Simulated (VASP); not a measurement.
**TaTi2Si3: relaxation of cell and atoms with PBE**

Crystal: TaTi2Si3.

```xyz
6
Lattice="3.6255 0.0000 0.0000 0.0000 3.6255 0.0000 0.0000 0.0000 7.7223" Properties=species:S:1:pos:R:3 pbc="T T T"
Ti    0.0000    1.8127    3.8611
Ti    1.8127    0.0000    3.8611
Ta    0.0000    0.0000    0.0000
Si    0.0000    0.0000    4.9579
Si    0.0000    0.0000    2.7644
Si    1.8127    1.8127    3.8611
```

| Property | Result |
| --- | --- |
| Program | VASP 6.6.1 |
| Task | relaxation of cell and atoms |
| Functional | PBE |
| Potentials or basis | VASP PAW PBE potentials, release 64 (Ti_sv, Ta_pv, Si) |
| Cutoff | 600 eV |
| k mesh | 6 × 6 × 2 |
| Occupations | gaussian, width 0.1 eV |
| Spin | no spin polarisation |
| Dipole correction | no |
| Further INCAR settings | ALGO = Normal; EDIFF = 1e-07; IBRION = 2; EDIFFG = -0.04; NSW = 90; ISIF = 3 |

* Relaxed volume: 27.01 Å³/atom
* Relaxed cell: a = 4.733 Å, b = 4.733 Å, c = 7.234 Å, α = 90.00°, β = 90.00°, γ = 90.00°
* Space group after relaxing (to 0.05 Å): P4/mmm (No. 123)
* Energy gained by relaxing: 3371.7 meV/atom
* Ionic steps: 13
* Pressure after relaxing: 0.0 GPa
* Largest force after relaxing: 0.025 eV/Å

Forces in eV/Å, atoms in the order of the input:
```
Ti   0.000  0.000  0.000
Ti   0.000  0.000  0.000
Ta   0.000  0.000  0.000
Si   0.000  0.000  0.025
Si   0.000  0.000 -0.025
Si   0.000  0.000  0.000
```

Stress tensor (GPa, compression positive):
```
 0.04  0.00  0.00
 0.00  0.04  0.00
 0.00  0.00 -0.10
```

Step by step:
```csv
step,energy change (eV),largest force (eV/Å),pressure (GPa),volume (Å³)
1,0.0000,12.0450,94.23,101.50
2,-11.0574,1.2301,-8.90,314.46
3,-19.3306,0.4737,-4.84,182.20
4,-19.4003,0.3546,-3.86,178.26
5,-19.4364,0.1737,-2.41,173.21
6,-19.4317,0.2370,-2.92,174.88
7,-19.9973,1.2462,-1.03,166.07
8,-20.0256,1.6146,-0.35,164.06
9,-20.1994,0.6735,0.43,161.05
10,-20.2214,0.0288,1.02,159.51
11,-20.2219,0.0831,0.93,159.72
12,-20.2286,0.0718,-0.38,163.09
13,-20.2300,0.0250,0.00,162.07
```

Final structure:
```
Ti Ta Si
1.0
     4.73344    0.00000    0.00000
     0.00000    4.73344    0.00000
     0.00000    0.00000    7.23356
Ti Ta Si
2 1 3
Direct
  0.00000 0.50000 0.50000
  0.50000 0.00000 0.50000
  0.00000 0.00000 0.00000
  0.00000 0.00000 0.66346
  0.00000 0.00000 0.33654
  0.50000 0.50000 0.50000
```

Levels at points of the mesh, in eV from the Fermi level:
```csv
k point,band 20,band 21,band 22,band 23,band 24,band 25,band 26,band 27
"(0.00, 0.00, 0.00)",-1.18,-1.15,-0.35,0.44,0.61,0.61,0.93,1.00
"(0.50, 0.00, 0.00)",-1.62,-1.61,-0.69,-0.11,0.11,0.46,0.49,0.75
"(0.50, 0.50, 0.00)",-1.57,-1.52,-1.52,0.02,0.25,0.25,0.69,0.80
"(0.00, 0.00, 0.50)",-1.37,-1.14,-0.33,-0.23,0.25,0.25,0.66,0.84
"(0.50, 0.00, 0.50)",-1.59,-1.11,-0.73,-0.44,-0.31,0.21,0.23,0.73
"(0.50, 0.50, 0.50)",-1.16,-0.83,-0.71,-0.71,-0.34,-0.34,0.18,0.72
```

It took 27 min on 1 thread of Intel(R) Xeon(R) Platinum 8259CL CPU @ 2.50GHz (Skylake/Cascade Lake), with other jobs on the host, peak memory 0.29 GiB.

Caveat: the k points lie up to 0.43 Å⁻¹ apart in the final cell; the volume moved by over 15 % at a fixed basis, so the end points are rough; spin-orbit coupling is left out, which moves the levels of the heavy elements.
